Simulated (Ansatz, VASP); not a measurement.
**InSb: VASP beside Ansatz**

Contents of INCAR:

```
SYSTEM = InSb
ALGO     = Normal         ! electronic algorithm
EDIFF    = 1E-6           ! SCF threshold, eV
ENCUT    = 500            ! plane-wave cutoff, eV
GGA_COMPAT= .False.      
ISIF     = 2              ! what is computed and relaxed
ISMEAR   = -1             ! smearing method
LASPH    = .True.         ! aspherical terms in the spheres
LCHARG   = .True.         ! write CHGCAR
LELF     = .True.         ! ELF
LREAL    = .False.        ! projectors in reciprocal space
LVHAR    = .True.       
LWAVE    = .False.        ! write WAVECAR
NBANDS   = 21             ! bands
NELM     = 120            ! most SCF steps
PREC     = Accurate       ! precision mode
SIGMA    = 0.02           ! smearing width, eV
```

File KPOINTS:

```
k-points
0
Gamma
  6 6 6
  0 0 0
```

The input POSCAR:

```
InSb
1.0
    0.0000000000      3.0422106271      3.0422106271
    3.0422106271      0.0000000000      3.0422106271
    3.0422106271      3.0422106271      0.0000000000
In Sb
1 1
Direct
    0.0000000000      0.0000000000      0.0000000000
    0.5000000000      0.5000000000      0.5000000000
```

Input for Ansatz:

```yaml
crystal:
  lattice:
    - [0.0, 3.0422106271, 3.0422106271]
    - [3.0422106271, 0.0, 3.0422106271]
    - [3.0422106271, 3.0422106271, 0.0]
  atoms:
    - { symbol: In, position: [0.0, 0.0, 0.0] }
    - { symbol: Sb, position: [0.5, 0.5, 0.5] }
kpoints:
  mp_grid: { grid: [6, 6, 6] }
hamiltonian:
  xc: lda
scf:
  occupations: { method: fermi_dirac, width: 0.02 }
  n_extra_bands: 4
output:
  forces: true
  stress: true
  eigenvalues: true
```

Alike in both runs: task single point; functional LDA; k mesh 6 × 6 × 6; occupations fermi-dirac, width 0.02 eV; no spin polarisation.

|  | VASP | Ansatz |
| --- | --- | --- |
| version | VASP 6.6.1 | Ansatz 0.2.0 |
| potentials or method | VASP PAW LDA potentials, release 64 (In_d, Sb_d_GW) | plane waves |
| plane-wave cutoff (eV) | 500 | 420 |
| valence electrons in the cell | 28 | 28 |

|  | VASP | Ansatz | Ansatz less VASP |
| --- | --- | --- | --- |
| pressure (GPa) | -2.9 | -2.8 | +0.10 |

LDA's correlation is that of Perdew and Zunger in VASP and of Perdew and Wang (1992) in Ansatz.

Neither program's run includes spin-orbit coupling.
